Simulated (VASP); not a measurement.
Input of a VASP 6.6.1 run:

File INCAR:

```
SYSTEM = Sn3Se
PREC     = Accurate       ! precision mode
ENCUT    = 520            ! plane-wave cutoff, eV
EDIFF    = 1E-6           ! SCF threshold, eV
ISMEAR   = -1             ! smearing method
SIGMA    = 0.03           ! smearing width, eV
LREAL    = .FALSE.        ! projectors in reciprocal space
LASPH    = .TRUE.         ! aspherical terms in the spheres
NELM     = 100            ! most SCF steps
ALGO     = Normal         ! electronic algorithm
ISIF     = 2              ! what is computed and relaxed
LWAVE    = .FALSE.        ! write WAVECAR
LCHARG   = .FALSE.        ! write CHGCAR
GGA      = PS             ! functional
NBANDS   = 32             ! bands
```

Contents of KPOINTS:

```
regular mesh
0
G
  4 4 4
  0 0 0
```

The input POSCAR:

```
Sn3Se
1.0
    0.0000000000      3.7331380000      3.7331380000
    3.7331380000      0.0000000000      3.7331380000
    3.7331380000      3.7331380000      0.0000000000
Sn Se
3 1
Direct
    0.5000000000      0.5000000000      0.5000000000
    0.7500000000      0.7500000000      0.7500000000
    0.2500000000      0.2500000000      0.2500000000
    0.0000000000      0.0000000000      0.0000000000
```

Potentials or basis: VASP PAW PBE potentials, release 64 (Sn_d, Se).

Launch:

```console
$ cat potpaw_PBE.64/Sn_d/POTCAR potpaw_PBE.64/Se/POTCAR > POTCAR
$ mpirun -np 1 vasp_std > vasp.out
```

**Question.** Predict the band gap on the k mesh.

**Answer.** Zero (band 24 reaches 7.92 eV, above the bottom of band 25 at 5.75 eV).

**Question.** Estimate the pressure.

**Answer.** -3.8 GPa.

Caveat: the k points lie up to 0.36 Å⁻¹ apart; the PAW data sets were made with another functional, which shifts forces and pressure a little; spin-orbit coupling is left out, which moves the levels of the heavy elements.
